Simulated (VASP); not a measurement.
Wanted: the native input for a VASP 6.6.1 run.

```yaml
Task: single point
Functional: r2SCAN
Potentials_or_basis: VASP PAW PBE potentials, release 64 (Na_pv, H)
Cutoff: 520 eV
k_mesh: 10 × 10 × 10
Occupations: gaussian, width 0.01 eV
Spin: no spin polarisation
Dipole_correction: no
Further_INCAR_settings: ALGO = Normal; EDIFF = 1e-06; NBANDS = 11
```

The system is NaH.

```
CELL_PARAMETERS angstrom
0.00000 2.39751 2.39751
2.39751 0.00000 2.39751
2.39751 2.39751 0.00000
ATOMIC_POSITIONS crystal
Na 0.00000 0.00000 0.00000
H 0.50000 0.50000 0.50000
```

The input as run:

POSCAR

```
NaH
1.0
    0.0000000000      2.3975116441      2.3975116441
    2.3975116441      0.0000000000      2.3975116441
    2.3975116441      2.3975116441      0.0000000000
Na H
1 1
Direct
    0.0000000000      0.0000000000      0.0000000000
    0.5000000000      0.5000000000      0.5000000000
```

INCAR.step1

```
SYSTEM = NaH
  PREC = Accurate
  ENCUT = 520
  ISMEAR = 0
  SIGMA = 0.01
  LREAL = .FALSE.
  LASPH = .TRUE.
  NELM = 80
  NBANDS = 11
  GGA = PE
  ALGO = Normal
  EDIFF = 1E-4
  LWAVE = .TRUE.
  LCHARG = .FALSE.
```

INCAR.step2

```
SYSTEM = NaH
  PREC = Accurate
  ENCUT = 520
  EDIFF = 1E-6
  ISMEAR = 0
  SIGMA = 0.01
  LREAL = .FALSE.
  LASPH = .TRUE.
  NELM = 80
  ALGO = Normal
  ISIF = 2
  LWAVE = .FALSE.
  LCHARG = .FALSE.
  METAGGA = R2SCAN
  LMIXTAU = .TRUE.
  NBANDS = 11
  ISTART = 1
```

KPOINTS

```
Automatic mesh
0
G
  10 10 10
  0 0 0
```

Potentials or basis: VASP PAW PBE potentials, release 64 (Na_pv, H).

Launch:

```sh
$ cat potpaw_PBE.64/Na_pv/POTCAR potpaw_PBE.64/H/POTCAR > POTCAR
$ cp INCAR.step1 INCAR
$ mpirun -np 1 vasp_std > vasp.out
$ cp INCAR.step2 INCAR
$ mpirun -np 1 vasp_std > vasp.out
```

Results of the run:

```json
{
  "Pressure": "-0.3 GPa",
  "Band gap on the k mesh": "4.43 eV, indirect (least direct gap 5.26 eV)"
}
```

Caveat: the PAW data sets were made with another functional, which shifts forces and pressure a little.

It took 41 s on 1 thread of Intel Xeon 6975P-C, on a shared host, peak memory 0.16 GiB.
